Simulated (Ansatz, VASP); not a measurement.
## Fe: VASP beside Ansatz

File POSCAR:

```
Fe
1.0
    2.8980000000      0.0000000000      0.0000000000
    0.0000000000      2.8980000000      0.0000000000
    0.0000000000      0.0000000000      2.8980000000
Fe
2
Direct
    0.0000000000      0.0000000000      0.0000000000
    0.5000000000      0.5000000000      0.5000000000
```

INCAR.step1

```
PREC = Accurate
ENCUT = 520
EDIFF = 1E-5
ISMEAR = -1
SIGMA = 0.05
LREAL = False
LASPH = True
NELM = 200
ALGO = Normal
ISIF = 2
LWAVE = True
LCHARG = False
ISPIN = 2
MAGMOM = 4 4
LORBIT = 11
LMAXMIX = 4
GGA = PE
NBANDS = 19
GGA_COMPAT = False
```

File INCAR.step2:

```
PREC = Accurate
ENCUT = 520
EDIFF = 1E-6
ISMEAR = -1
SIGMA = 0.05
LREAL = False
LASPH = True
NELM = 200
ALGO = Normal
ISIF = 2
LWAVE = False
LCHARG = False
ISPIN = 2
MAGMOM = 4 4
LORBIT = 11
LMAXMIX = 4
GGA = PE
LHFCALC = True
HFSCREEN = 0.2079
PRECFOCK = Normal
ISTART = 1
NBANDS = 19
GGA_COMPAT = False
```

KPOINTS

```
Automatic mesh
0
Gamma
  5 5 5
```

Input for Ansatz:

```yaml
crystal:
  lattice:
    - [2.898, 0.0, 0.0]
    - [0.0, 2.898, 0.0]
    - [0.0, 0.0, 2.898]
  atoms:
    - { symbol: Fe, position: [0.0, 0.0, 0.0], spin: 4.0 }
    - { symbol: Fe, position: [0.5, 0.5, 0.5], spin: 4.0 }
magnetization:
  spin_polarized: true
hamiltonian:
  xc: hse06
  pseudopotentials: { kind: paw }
basis:
  ecutwfc: 420
kpoints:
  mp_grid: { grid: [5, 5, 5] }
scf:
  occupations: { method: fermi_dirac, width: 0.05 }
output:
  forces: true
  stress: true
  write_density: true
  write_potential: true
  elf: true
  volumetric_format: npy
```

Alike in both runs: task single point; functional HSE06; k mesh 5 × 5 × 5; occupations fermi-dirac, width 0.05 eV; collinear spin.

|  | VASP | Ansatz |
| --- | --- | --- |
| version | VASP 6.6.1 | Ansatz 0.2.0 |
| potentials or method | VASP PAW PBE potentials, release 64 (Fe), cutoff 520 eV | PAW, plane waves, scalar-relativistic |
| valence electrons in the cell | 16 | 32 |

```csv
,VASP,Ansatz,Ansatz less VASP
pressure (GPa),-1.1,-1.5,-0.34
net moment per atom (μB),2.75,2.74,-0.002
size of the moment on the site where the two differ most (μB),2.83,2.99,+0.162
```

Site moments also hang on the region over which each program counts them. VASP's potentials hold 16 valence electrons a cell and Ansatz's 32, so a difference there can come from the potentials and not from the codes. Ansatz's warnings: filled band counts differ across k points, stability check not made, stress exchange threshold loose, stress scf threshold loose.

The k mesh is coarse, so the values compare programs but aren't converged.
